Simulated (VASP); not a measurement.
Runs of VASP 6.6.1 on Ir. The structure is that of space group Fm-3m (No. 225), or close to it. The cells are those of the table. 

```tsv
potentials or basis	cell	k mesh	cutoff (eV)	second run	gap on the mesh (eV)	pressure (GPa)
VASP PAW PBE potentials, release 64 (Ir)	a = 2.772 Å, angles 60.0°, 1 atom	18 × 18 × 18	520	-	none	-17.1
VASP PAW PBE potentials, release 64 (Ir_sv_GW)	a = 2.718 Å, angles 60.0°, 1 atom	18 × 18 × 18	550	valence_matched	none	-2.2
VASP PAW PBE potentials, release 64 (Ir)	a = 2.718 Å, angles 60.0°, 1 atom	18 × 18 × 18	520	-	none	2.5
VASP PAW PBE potentials, release 64 (Ir)	a = 2.663 Å, angles 60.0°, 1 atom	18 × 18 × 18	520	-	none	30.8
VASP PAW PBE potentials, release 64 (Ir)	a = 2.691 Å, angles 60.0°, 1 atom	18 × 18 × 18	520	-	none	(b)
VASP PAW PBE potentials, release 64 (Ir)	a = 2.709 Å, angles 60.0°, 1 atom	8 × 8 × 8	520	-	none	(a)
VASP PAW PBE potentials, release 64 (Ir)	a = 2.745 Å, angles 60.0°, 1 atom	18 × 18 × 18	520	-	none	-8.2
```

Alike in all rows: task single point; level r2SCAN; no spin polarisation; smearing gaussian 0.1 eV.

**Question.** Fill in the values left out.

**Answer.** (a) 8.0; (b) 15.4.

Caveats: the PAW data sets were made with another functional, which shifts forces and pressure a little; spin-orbit coupling is left out, which moves the levels of the heavy elements.

A k mesh can miss the band edges, and the runs leave out spin-orbit coupling on Ir.

A gap of «none» marks levels without a gap at the run's occupations.

The runs don't all hold the same shells in valence.
